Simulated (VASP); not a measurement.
# GaRe2P3 (P6_3/mmc) in VASP: single point with PBE

Aim: the single point of GaRe2P3 with PBE.

Program: VASP 6.6.1. These are calculated values, not measurements. Logs are shortened: lines on timing, memory, paths and dates and some standing lists are left out, and cuts for length are marked.

## Step 1: The cell of the first run

It takes space group P6_3/mmc (No. 194, hexagonal). Conventional cell: a = 3.034 Å, b = 3.034 Å, c = 22.490 Å, α = 90.00°, β = 90.00°, γ = 120.00°. Ga (site symmetry -6m2) has 6 P at 2.75 Å and 6 Ga at 3.03 Å within 3.6 Å. Within 3.1 Å of Re (site symmetry 3m) lie 6 P at 2.38 to 2.58 Å and 6 Re at 3.03 Å. Within 3.4 Å of P (site symmetry -3m) lie 6 Re at 2.58 Å and 6 P at 3.03 Å. Within 3.1 Å of P (site symmetry 3m) lie 3 Re at 2.38 Å and 3 Ga at 2.75 Å and 6 P at 3.03 Å.

## Step 2: Single point, PBE

The input, INCAR:

```
PREC = Accurate
ENCUT = 520
EDIFF = 1E-6
ISMEAR = 0
SIGMA = 0.1
LREAL = F
LASPH = T
NELM = 80
ALGO = Normal
ISIF = 2
LWAVE = F
LCHARG = F
GGA = PE
NBANDS = 54
```

The input, KPOINTS:

```
Automatic mesh
0
Gamma
  12 12 2
```

The input, POSCAR:

```
GaRe2P3
1.0
    3.0337719384      0.0000000000      0.0000000000
   -1.5168859692      2.6273235679      0.0000000000
    0.0000000000      0.0000000000     22.4902861943
Ga Re P
2 4 6
Direct
    0.0000000000      0.0000000000      0.2500000000
    0.0000000000      0.0000000000      0.7500000000
    0.3333333333      0.6666666667      0.9159341566
    0.6666666667      0.3333333333      0.4159341566
    0.6666666667      0.3333333333      0.0840658434
    0.3333333333      0.6666666667      0.5840658434
    0.0000000000      0.0000000000      0.5000000000
    0.0000000000      0.0000000000      0.0000000000
    0.3333333333      0.6666666667      0.3443368184
    0.6666666667      0.3333333333      0.8443368184
    0.6666666667      0.3333333333      0.6556631816
    0.3333333333      0.6666666667      0.1556631816
```

Potentials or basis: VASP PAW PBE potentials, release 64 (Ga_d, Re, P).

Command:

```bash
$ cat potpaw_PBE.64/Ga_d/POTCAR potpaw_PBE.64/Re/POTCAR potpaw_PBE.64/P/POTCAR > POTCAR
$ mpirun -np 1 vasp_std > vasp.out
```

OUTCAR:

```text
PREC = Accurate
   ENCUT = 520
   EDIFF = 1E-6
   ISMEAR = 0
   LREAL = F
   LASPH = T
   NELM = 80
   ISIF = 2
   GGA = PE

 ion  position               nearest neighbor table
   1  0.000  0.000  0.250-   9 2.75  12 2.75   9 2.75  12 2.75   9 2.75  12 2.75
   2  0.000  0.000  0.750-  10 2.75  11 2.75  10 2.75  11 2.75  10 2.75  11 2.75
   3  0.333  0.667  0.916-  10 2.38  10 2.38  10 2.38   8 2.58   8 2.58   8 2.58
   4  0.667  0.333  0.416-   9 2.38   9 2.38   9 2.38   7 2.58   7 2.58   7 2.58
   5  0.667  0.333  0.084-  12 2.38  12 2.38  12 2.38   8 2.58   8 2.58   8 2.58
   6  0.333  0.667  0.584-  11 2.38  11 2.38  11 2.38   7 2.58   7 2.58   7 2.58
   7  0.000  0.000  0.500-   4 2.58   6 2.58   6 2.58   4 2.58   4 2.58   6 2.58
   8  0.000  0.000  0.000-   3 2.58   5 2.58   3 2.58   5 2.58   5 2.58   3 2.58
   9  0.333  0.667  0.344-   4 2.38   4 2.38   4 2.38   1 2.75   1 2.75   1 2.75
  10  0.667  0.333  0.844-   3 2.38   3 2.38   3 2.38   2 2.75   2 2.75   2 2.75
  11  0.667  0.333  0.656-   6 2.38   6 2.38   6 2.38   2 2.75   2 2.75   2 2.75
  12  0.333  0.667  0.156-   5 2.38   5 2.38   5 2.38   1 2.75   1 2.75   1 2.75

  LATTYP: Found a hexagonal cell.
 ALAT       =     3.0337719384
 C/A-ratio  =     7.4133081362

  Lattice vectors:

 A1 = (   3.0337719384,   0.0000000000,   0.0000000000)
 A2 = (  -1.5168859692,   2.6273235679,   0.0000000000)
 A3 = (   0.0000000000,   0.0000000000,  22.4902861943)

Analysis of symmetry for initial positions (statically):
=====================================================================
 Subroutine PRICEL returns:
 Original cell was already a primitive cell.

 Routine SETGRP: Setting up the symmetry group for a
 hexagonal supercell.

 Subroutine GETGRP returns: Found 24 space group operations
 (whereof 12 operations were pure point group operations)
 out of a pool of 24 trial point group operations.

The static configuration has the point symmetry D_3d.
 The point group associated with its full space group is D_6h.

Analysis of symmetry for dynamics (positions and initial velocities):
=====================================================================
 Subroutine PRICEL returns:
 Original cell was already a primitive cell.

 Routine SETGRP: Setting up the symmetry group for a
 hexagonal supercell.

 Subroutine GETGRP returns: Found 24 space group operations
 (whereof 12 operations were pure point group operations)
 out of a pool of 24 trial point group operations.

The dynamic configuration has the point symmetry D_3d.
 The point group associated with its full space group is D_6h.

 Subroutine INISYM returns: Found 24 space group operations
 (whereof 12 operations are pure point group operations),
 and found     1 'primitive' translations

----------------------------------------------------------------------------------------

                                     Primitive cell

  volume of cell :     179.2633

  direct lattice vectors                    reciprocal lattice vectors
     3.033771938  0.000000000  0.000000000     0.329622668  0.190307736  0.000000000
    -1.516885969  2.627323568  0.000000000     0.000000000  0.380615472  0.000000000
     0.000000000  0.000000000 22.490286194     0.000000000  0.000000000  0.044463640

  length of vectors
     3.033771938  3.033771938 22.490286194     0.380615472  0.380615472  0.044463640

  position of ions in fractional coordinates (direct lattice)
     0.000000000  0.000000000  0.250000000
     0.000000000  0.000000000  0.750000000
     0.333333333  0.666666667  0.915934157
     0.666666667  0.333333333  0.415934157
     0.666666667  0.333333333  0.084065843
     0.333333333  0.666666667  0.584065843
     0.000000000  0.000000000  0.500000000
     0.000000000  0.000000000  0.000000000
     0.333333333  0.666666667  0.344336818
     0.666666667  0.333333333  0.844336818
     0.666666667  0.333333333  0.655663182
     0.333333333  0.666666667  0.155663182

  ion indices of the primitive-cell ions
   primitive index   ion index
                 1           1
                 2           2
                 3           3
                 4           4
                 5           5
                 6           6
                 7           7
                 8           8
                 9           9
                10          10
                11          11
                12          12

----------------------------------------------------------------------------------------

 KPOINTS: Automatic mesh

Automatic generation of k-mesh.
 Grid dimensions read from file:
 generate k-points for:   12   12    2

 Generating k-lattice:

  Cartesian coordinates                     Fractional coordinates (reciprocal lattice)
     0.027468556  0.015858978  0.000000000     0.083333333  0.000000000  0.000000000
     0.000000000  0.031717956  0.000000000     0.000000000  0.083333333  0.000000000
     0.000000000  0.000000000  0.022231820     0.000000000  0.000000000  0.500000000

  Length of vectors
     0.031717956  0.031717956  0.022231820

  Shift w.r.t. Gamma in fractional coordinates (k-lattice)
     0.000000000  0.000000000  0.000000000

 Subroutine IBZKPT returns following result:
 ===========================================

 Found     38 irreducible k-points:

 Following reciprocal coordinates:
            Coordinates               Weight
  0.000000  0.000000  0.000000      1.000000
  0.083333 -0.000000  0.000000      6.000000
  0.166667 -0.000000  0.000000      6.000000
  0.250000 -0.000000  0.000000      6.000000
  0.333333 -0.000000  0.000000      6.000000
  0.416667 -0.000000  0.000000      6.000000
[... 16 lines left out ...]
  0.250000 -0.000000  0.500000      6.000000
  0.333333 -0.000000  0.500000      6.000000
 [... further k-points ...]
   k-points           NKPTS =     38   k-points in BZ     NKDIM =     38   number of bands    NBANDS=     54
   number of dos      NEDOS =    301   number of ions     NIONS =     12
   total plane-waves  NPLWV =  96768
   dimension x,y,z NGX =    24 NGY =   24 NGZ =  168
   dimension x,y,z NGXF=    48 NGYF=   48 NGZF=  336
   ions per type =               2   4   6
   NGX,Y,Z   is equivalent  to a cutoff of  13.15, 13.15, 12.42 a.u.
   NGXF,Y,Z  is equivalent  to a cutoff of  26.30, 26.30, 24.84 a.u.
 SYSTEM =  unknown system
   PREC   = accura    normal or accurate (medium, high low for compatibility)
   ISTART =      0    job   : 0-new  1-cont  2-samecut
   ICHARG =      2    charge: 1-file 2-atom 10-const
   ISPIN  =      1    spin polarized calculation?
   LNONCOLLINEAR =      F non collinear calculations
   LSORBIT =      F    spin-orbit coupling
   LASPH  =      T    aspherical Exc in radial PAW
   ENCUT  =  520.0 eV  38.22 Ry    6.18 a.u.   5.64  5.64 41.82*2*pi/ulx,y,z
   NELM   =     80;   NELMIN=  2; NELMDL= -5     # of ELM steps
   EDIFF  = 0.1E-05   stopping-criterion for ELM
   LREAL  =      F    real-space projection
   EDIFFG = 0.1E-04   stopping-criterion for IOM
   NSW    =      0    number of steps for IOM
   IBRION =     -1    ionic relax: 0-MD 1-quasi-New 2-CG
   NFREE  =      0    steps in history (QN), initial steepest desc. (CG)
   ISIF   =      2    stress and relaxation
   ISYM   =      2    0-nonsym 1-usesym 2-fastsym
   POTIM  = 0.5000    time-step for ionic-motion
   TEBEG  =    0.0;   TEEND  =   0.0 temperature during run
   PSTRESS=    0.0 pullay stress
   NELECT =      84.0000    total number of electrons
   NUPDOWN=      -1.0000    fix difference up-down
   EMIN   =  10.00;   EMAX   =-10.00  energy-range for DOS
   EFERMI =   0.00;   METHOD = LEGACY
   ISMEAR =     0;   SIGMA  =   0.10  broadening in eV -4-tet -1-fermi 0-gaus
   EFERMI_NEDOS =   21; number of points for ismear=-14 and -15
   IALGO  =     38    algorithm
   IMIX   =      4    mixing-type and parameters
     AMIX     =   0.40;   BMIX     =  1.00
     AMIX_MAG =   1.60;   BMIX_MAG =  1.00
  volume/ion in A,a.u.               =      14.94       100.81
  Fermi-wavevector in a.u.,A,eV,Ry     =   1.271562  2.402903 21.998840  1.616869
  Thomas-Fermi vector in A             =   2.404488
   LORBIT       =      0    0 simple, 1 ext, 2 COOP (PROOUT), +10 PAW based schemes
   GGA     = PE    functional components
   LHFCALC =     F    Hartree Fock is set to
   AEXX    =    0.0000 exact exchange contribution
   IVDW    =     0    specifies the selected vdW correction
   LEPSILON=     F    determine dielectric tensor
   LRPA    =     F    only Hartree local field effects (RPA)
 non-spin polarized calculation
 Gauss-broadening in eV      SIGMA  =   0.10
  energy-cutoff  :      520.00
  volume of cell :      179.26
 maximum number of plane-waves:      4883
 NGX is ok and might be reduce to    24
   NGX = 11   NGY = 11   NGZ = 83

 number of electron      83.9999999 magnetization

 Free energy of the ion-electron system (eV)
  ---------------------------------------------------
  ext. energy  EPLUGINS =         0.00000000
  ---------------------------------------------------
  free energy    TOTEN  =       -88.15095049 eV

  energy without entropy =      -88.12955540  energy(sigma->0) =      -88.14025294

 E-fermi :   8.5421     XC(G=0): -12.1686

 val. band max:        8.5054047186   @ k =   0.2500   0.0833   0.0000
 cond. band min:       8.5613579277   @ k =   0.5000  -0.0000   0.5000
 fundamental gap:      0.0559532091
 Fermi energy:         8.5421477625

 k-point     1 :       0.0000    0.0000    0.0000
  band No.  band energies     occupation
      1      -6.6158      2.00000
      2      -6.6115      2.00000
      3      -6.5633      2.00000
      4      -6.5633      2.00000
      5      -6.5633      2.00000
      6      -6.5633      2.00000
[... 46 lines left out ...]
     53      13.8683      0.00000
     54      13.9512      0.00000

 k-point     2 :       0.0833   -0.0000    0.0000
  band No.  band energies     occupation
      1      -6.6047      2.00000
      2      -6.6018      2.00000
      3      -6.5672      2.00000
      4      -6.5671      2.00000
      5      -6.5511      2.00000
      6      -6.5511      2.00000
[... 46 lines left out ...]
     53      12.9676      0.00000
     54      13.2630      0.00000

 k-point     3 :       0.1667   -0.0000    0.0000
  band No.  band energies     occupation
      1      -6.5951      2.00000
      2      -6.5948      2.00000
      3      -6.5607      2.00000
      4      -6.5599      2.00000
      5      -6.5178      2.00000
      6      -6.5178      2.00000
[... 46 lines left out ...]
     53      12.1097      0.00000
     54      12.4789      0.00000
[... 1084 lines left out ...]
 k-point    23 :       0.2500   -0.0000    0.5000
  band No.  band energies     occupation
      1      -6.6151      2.00000
      2      -6.6151      2.00000
      3      -6.5414      2.00000
      4      -6.5414      2.00000
      5      -6.5234      2.00000
      6      -6.5234      2.00000
[... 46 lines left out ...]
     53      12.0005      0.00000
     54      12.0174      0.00000

 k-point    24 :       0.3333   -0.0000    0.5000
  band No.  band energies     occupation
      1      -6.6395      2.00000
      2      -6.6395      2.00000
      3      -6.5811      2.00000
      4      -6.5811      2.00000
      5      -6.4855      2.00000
      6      -6.4855      2.00000
[... 46 lines left out ...]
     53      11.6592      0.00000
     54      11.6708      0.00000

 [... further k-points ...]

------------------------ aborting loop because EDIFF is reached ----------------------------------------

  FORCE on cell =-STRESS in cart. coord.  units (eV):
  Direction    XX          YY          ZZ          XY          YZ          ZX
  --------------------------------------------------------------------------------------
  -------------------------------------------------------------------------------------
  Total        0.4232589      0.4232589      0.6971710      0.0000000      0.0000000      0.0000000
  in kB        3.7829031      3.7829031      6.2310098      0.0000000      0.0000000      0.0000000
  external PRESSURE =       4.5989387 kB  Pullay stress =       0.0000000 kB

 VOLUME and BASIS-vectors are now :
 -----------------------------------------------------------------------------
  energy-cutoff  :      520.00
  volume of cell :      179.26
      direct lattice vectors                 reciprocal lattice vectors
     3.033771938  0.000000000  0.000000000     0.329622668  0.190307736  0.000000000
    -1.516885969  2.627323568  0.000000000     0.000000000  0.380615472  0.000000000
     0.000000000  0.000000000 22.490286194     0.000000000  0.000000000  0.044463640

 POSITION                                       TOTAL-FORCE (eV/Angst)
 -----------------------------------------------------------------------------------
      0.00000      0.00000      5.62257        -0.000000      0.000000     -0.000000
      0.00000      0.00000     16.86771         0.000000     -0.000000     -0.000000
     -0.00000      1.75155     20.59962        -0.000000     -0.000000      0.044902
      1.51689      0.87577      9.35448        -0.000000     -0.000000      0.044902
      1.51689      0.87577      1.89066        -0.000000     -0.000000     -0.044902
     -0.00000      1.75155     13.13581         0.000000     -0.000000     -0.044902
      0.00000      0.00000     11.24514        -0.000000     -0.000000     -0.000000
      0.00000      0.00000      0.00000        -0.000000     -0.000000     -0.000000
     -0.00000      1.75155      7.74423        -0.000000     -0.000000     -0.063933
      1.51689      0.87577     18.98938        -0.000000     -0.000000     -0.063933
      1.51689      0.87577     14.74605        -0.000000     -0.000000      0.063933
     -0.00000      1.75155      3.50091         0.000000      0.000000      0.063933
 -----------------------------------------------------------------------------------
    total drift:                                0.000000      0.000000      0.000000

  FREE ENERGIE OF THE ION-ELECTRON SYSTEM (eV)
  ---------------------------------------------------
  free  energy   TOTEN  =       -88.1509504860 eV

  energy  without entropy=      -88.1295553957  energy(sigma->0) =      -88.14025294
```

It took 13 min on 1 thread of Intel Xeon Platinum 8259CL at 2.50GHz (Skylake/Cascade Lake), shared host; peak memory 0.49 GiB.

Results:

```yaml
Free_energy: -88.1510 eV
Pressure: 0.5 GPa
Largest_force: 0.064 eV/Å
Band_gap_on_the_k_mesh: zero (bands 42 and 43 overlap by 0.85 eV)
```

Forces on the atoms (eV/Å):
```
Ga   0.000  0.000  0.000
Ga   0.000  0.000  0.000
Re   0.000  0.000  0.045
Re   0.000  0.000  0.045
Re   0.000  0.000 -0.045
Re   0.000  0.000 -0.045
P    0.000  0.000  0.000
P    0.000  0.000  0.000
P    0.000  0.000 -0.064
P    0.000  0.000 -0.064
P    0.000  0.000  0.064
P    0.000  0.000  0.064
```

Caveat: spin-orbit coupling is left out, which moves the levels of the heavy elements.

The gap in the log of VASP goes by the Fermi energy; the results here count the filled bands.